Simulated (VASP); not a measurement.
# Si2Ni (Fm-3m) in VASP: a series of runs, part 2 of 2

VASP 6.6.1. The steps go on from the part before.

**3. Relaxation of cell and atoms, PBE+D3(BJ)**

This run uses another cell than the first one, of 13.47 Å³/atom.

The input, INCAR:

```
ALGO     = Normal         # electronic algorithm
EDIFF    = 1E-7           # SCF threshold, eV
EDIFFG   = -0.005         # ionic threshold
ENCUT    = 600            # plane-wave cutoff, eV
GGA      = PE             # functional
IBRION   = 2              # ionic algorithm
ISIF     = 3              # what is computed and relaxed
ISMEAR   = 0              # smearing method
IVDW     = 12             # dispersion correction
LASPH    = True           # aspherical terms in the spheres
LCHARG   = False          # write CHGCAR
LREAL    = False          # projectors in reciprocal space
LWAVE    = False          # write WAVECAR
NELM     = 80             # most SCF steps
NSW      = 70             # ionic steps
PREC     = Accurate       # precision mode
SIGMA    = 0.1            # smearing width, eV
```

The input, KPOINTS:

```
k-points
0
Gamma
  14 14 14
```

The input, POSCAR:

```
Si2Ni
1.0
    0.0000000000      2.7234320738      2.7234320738
    2.7234320738      0.0000000000      2.7234320738
    2.7234320738      2.7234320738      0.0000000000
Si Ni
2 1
Direct
    0.2500000000      0.2500000000      0.2500000000
    0.7500000000      0.7500000000      0.7500000000
    0.0000000000      0.0000000000      0.0000000000
```

Potentials or basis: VASP PAW PBE potentials, release 64 (Si, Ni).

Launch:

```bash
$ cat potpaw_PBE.64/Si/POTCAR potpaw_PBE.64/Ni/POTCAR > POTCAR
$ mpirun -np 1 vasp_std > vasp.out
```

OUTCAR:

```text
EDIFF = 1E-7
   EDIFFG = -0.005
   ENCUT = 600
   GGA = PE
   IBRION = 2
   ISIF = 3
   ISMEAR = 0
   IVDW = 12
   LASPH = True
   LREAL = False
   NELM = 80
   NSW = 70
   PREC = Accurate
 IVDW          = 12

 ion  position               nearest neighbor table
   1  0.250  0.250  0.250-   3 2.36   3 2.36   3 2.36   3 2.36   2 2.72   2 2.72   2 2.72   2 2.72
                             2 2.72   2 2.72
   2  0.750  0.750  0.750-   3 2.36   3 2.36   3 2.36   3 2.36   1 2.72   1 2.72   1 2.72   1 2.72
                             1 2.72   1 2.72
   3  0.000  0.000  0.000-   1 2.36   2 2.36   2 2.36   2 2.36   2 2.36   1 2.36   1 2.36   1 2.36

  LATTYP: Found a face centered cubic cell.
 ALAT       =     5.4468641476

  Lattice vectors:

 A1 = (   0.0000000000,   2.7234320738,   2.7234320738)
 A2 = (   2.7234320738,   0.0000000000,   2.7234320738)
 A3 = (   2.7234320738,   2.7234320738,   0.0000000000)

Analysis of symmetry for initial positions (statically):
=====================================================================
 Subroutine PRICEL returns:
 Original cell was already a primitive cell.

 Routine SETGRP: Setting up the symmetry group for a
 face centered cubic supercell.

 Subroutine GETGRP returns: Found 48 space group operations
 (whereof 48 operations were pure point group operations)
 out of a pool of 48 trial point group operations.

The static configuration has the point symmetry O_h .

Analysis of symmetry for dynamics (positions and initial velocities):
=====================================================================
[... 160 lines left out ...]

  energy without entropy =      -17.36804953  energy(sigma->0) =      -17.37007661

------------------------ aborting loop because EDIFF is reached ----------------------------------------

 Edisp (eV)   -1.30499

 E8    (eV) :    -0.5468
[... 73 lines left out ...]
--------------------------------------- Ionic step        3  -------------------------------------------

 number of electron      18.0000006 magnetization

 Free energy of the ion-electron system (eV)
  ---------------------------------------------------
  ext. energy  EPLUGINS =         0.00000000
  ---------------------------------------------------
  free energy    TOTEN  =       -17.34761216 eV

  energy without entropy =      -17.34325142  energy(sigma->0) =      -17.34543179

 E-fermi :  10.7103     XC(G=0): -11.6502

 val. band max:       10.6550325299   @ k =  -0.0714   0.0714   0.0000
 cond. band min:      10.7240516419   @ k =  -0.2143   0.1429   0.0000
 fundamental gap:      0.0690191121
 Fermi energy:        10.7103477782

 k-point     1 :       0.0000    0.0000    0.0000
  band No.  band energies     occupation
      1      -3.3256      2.00000
      2       5.3689      2.00000
      3       5.3689      2.00000
      4       5.3689      2.00000
      5       7.0768      2.00000
      6       7.0769      2.00000
      7      10.4692      1.99935
      8      12.3806      0.00000
      9      12.3806      0.00000
     10      12.3806      0.00000
     11      12.9200      0.00000
     12      12.9200      0.00000
     13      12.9200      0.00000
[... 354 lines left out ...]
  band No.  band energies     occupation
      1      -2.2181      2.00000
      2       3.8415      2.00000
      3       5.5327      2.00000
      4       5.5766      2.00000
      5       6.5401      2.00000
      6       7.2114      2.00000
      7       8.1928      2.00000
      8       9.3156      2.00000
      9       9.8979      2.00000
     10      11.0859      0.00000
     11      13.6520      0.00000
     12      14.2857      0.00000
     13      14.7825      0.00000

 [... further k-points ...]

------------------------ aborting loop because EDIFF is reached ----------------------------------------

 Edisp (eV)   -1.35433

 E8    (eV) :    -0.5677
[... 26 lines left out ...]
  FREE ENERGIE OF THE ION-ELECTRON SYSTEM (eV)
  ---------------------------------------------------
  free  energy   TOTEN  =       -18.7019423836 eV

  energy  without entropy=      -18.6975816404  energy(sigma->0) =      -18.69976201

 reached required accuracy - stopping structural energy minimisation
```

OSZICAR:

```text
N       E                     dE             d eps       ncg     rms          rms(c)
DAV:   1     0.757633901639E+02    0.75763E+02   -0.87059E+03  2704   0.158E+03
[... 30 lines left out ...]
DAV:   2    -0.180077593215E+02   -0.42740E+00   -0.46674E+00  3513   0.594E+01    0.732E+00
DAV:   3    -0.173577388649E+02    0.65002E+00   -0.23864E+00  3147   0.390E+01    0.112E+00
DAV:   4    -0.173487041421E+02    0.90347E-02   -0.65469E-02  3240   0.435E+00    0.333E-01
DAV:   5    -0.173477357012E+02    0.96844E-03   -0.26086E-03  4321   0.590E-01    0.123E-01
DAV:   6    -0.173476128356E+02    0.12287E-03   -0.10577E-04  4050   0.202E-01    0.399E-02
DAV:   7    -0.173476112612E+02    0.15745E-05   -0.22031E-05  4276   0.777E-02    0.106E-02
DAV:   8    -0.173476121794E+02   -0.91824E-06   -0.15025E-06  3209   0.133E-02    0.272E-03
DAV:   9    -0.173476121645E+02    0.14926E-07   -0.77855E-08  2017   0.644E-03
   3 F= -.18701942E+02 E0= -.18699762E+02  d E =-.248463E-01
```

It took 2.8 min on 1 thread of Intel Xeon Platinum 8259CL at 2.50GHz (Skylake/Cascade Lake), shared host; peak memory 0.25 GiB.

What came out:

```
Free energy                           : -18.7019 eV
Relaxed volume                        : 12.98 Å³/atom
Relaxed cell                          : a = 3.805 Å, b = 3.805 Å, c = 3.805 Å, α = 60.00°, β = 60.00°, γ = 60.00°
Space group after relaxing (to 0.1 Å) : Fm-3m (No. 225)
Energy gained by relaxing             : 8.3 meV/atom
Ionic steps                           : 3
Pressure after relaxing               : 0.0 GPa
Band gap on the k mesh                : zero (bands 9 and 10 overlap by 2.12 eV)
Dispersion energy per atom            : -0.451 eV
```

The path:
```tsv
step	energy change (eV)	largest force (eV/Å)	pressure (GPa)	volume (Å³)
1	0.0000	0.0000	-5.31	40.40
2	-0.0087	0.0000	4.80	37.84
3	-0.0248	0.0000	-0.03	38.95
```

Final structure:
```xyz
3
Lattice="0.0000 2.6905 2.6905 2.6905 0.0000 2.6905 2.6905 2.6905 0.0000" Properties=species:S:1:pos:R:3 pbc="T T T"
Si    1.3453    1.3453    1.3453
Si    4.0358    4.0358    4.0358
Ni    0.0000    0.0000    0.0000
```

Levels at points of the mesh, in eV from the Fermi level:
```csv
k point,band 7,band 8,band 9,band 10,band 11,band 12
"(0.00, 0.00, 0.00)",-0.24,1.67,1.67,1.67,2.21,2.21
"(0.50, 0.00, 0.00)",-3.44,-1.53,-1.53,1.76,1.76,1.76
"(0.50, 0.50, 0.00)",-3.72,-3.55,-3.22,-0.45,1.34,7.67
```

Spin polarisation is off, so any magnetic state and its effect on volume and gap are missing.

The gap in the log of VASP goes by the Fermi energy; the results here count the filled bands.